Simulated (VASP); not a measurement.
**La3N: relaxation of cell and atoms with PBE**

La3N:

```
La N
1.0
     0.00000    3.91401    3.91401
     3.91401    0.00000    3.91401
     3.91401    3.91401    0.00000
La N
3 1
Direct
  0.25000 0.25000 0.25000
  0.75000 0.75000 0.75000
  0.50000 0.50000 0.50000
  0.00000 0.00000 0.00000
```

The cell was generated, and may not be a known phase.

- Program: VASP 6.6.1
- Task: relaxation of cell and atoms
- Functional: PBE
- Potentials or basis: VASP PAW PBE potentials, release 64 (La, N)
- Cutoff: 600 eV
- k mesh: 4 × 4 × 4
- Occupations: gaussian, width 0.1 eV
- Spin: no spin polarisation
- Dipole correction: no
- Further INCAR settings: ALGO = Normal; EDIFF = 1e-06; IBRION = 2; EDIFFG = -0.04; NSW = 90; ISIF = 3

```yaml
Relaxed_volume: 23.24 Å³/atom
Relaxed_cell: a = 5.085 Å, b = 5.085 Å, c = 5.085 Å, α = 60.00°, β = 60.00°, γ = 60.00°
Space_group_after_relaxing_to_0.1_Å: Fm-3m (No. 225)
Energy_gained_by_relaxing: 184.0 meV/atom
Ionic_steps: 3
Pressure_after_relaxing: 0.0 GPa
Band_gap_on_the_k_mesh: zero (bands 19 and 20 overlap by 0.39 eV)
```

The path:
```tsv
step	energy change (eV)	largest force (eV/Å)	pressure (GPa)	volume (Å³)
1	0.0000	0.0000	-6.38	119.92
2	-0.6501	0.0000	-3.43	100.37
3	-0.7358	0.0000	0.04	92.95
```

Final structure:
```
CELL_PARAMETERS angstrom
0.00000 3.59530 3.59530
3.59530 0.00000 3.59530
3.59530 3.59530 0.00000
ATOMIC_POSITIONS crystal
La 0.25000 0.25000 0.25000
La 0.75000 0.75000 0.75000
La 0.50000 0.50000 0.50000
N 0.00000 0.00000 0.00000
```

Levels at points of the mesh, in eV from the Fermi level:
```
           k point  band 17  band 18  band 19  band 20  band 21  band 22
(0.00, 0.00, 0.00)    -2.46    -2.46    -0.58     1.59     1.61     1.61
(0.50, 0.00, 0.00)    -0.45     0.08     0.08     0.48     0.48     0.86
(0.50, 0.50, 0.00)    -1.72    -1.21    -1.02    -0.30    -0.30     0.11
```

Wall time 6.4 min on 1 thread of Intel Xeon 8259CL (shared host), peak memory 0.35 GiB.

Caveat: the volume moved by over 15 % at a fixed basis, so the end points are rough; spin-orbit coupling is left out, which moves the levels of the heavy elements.
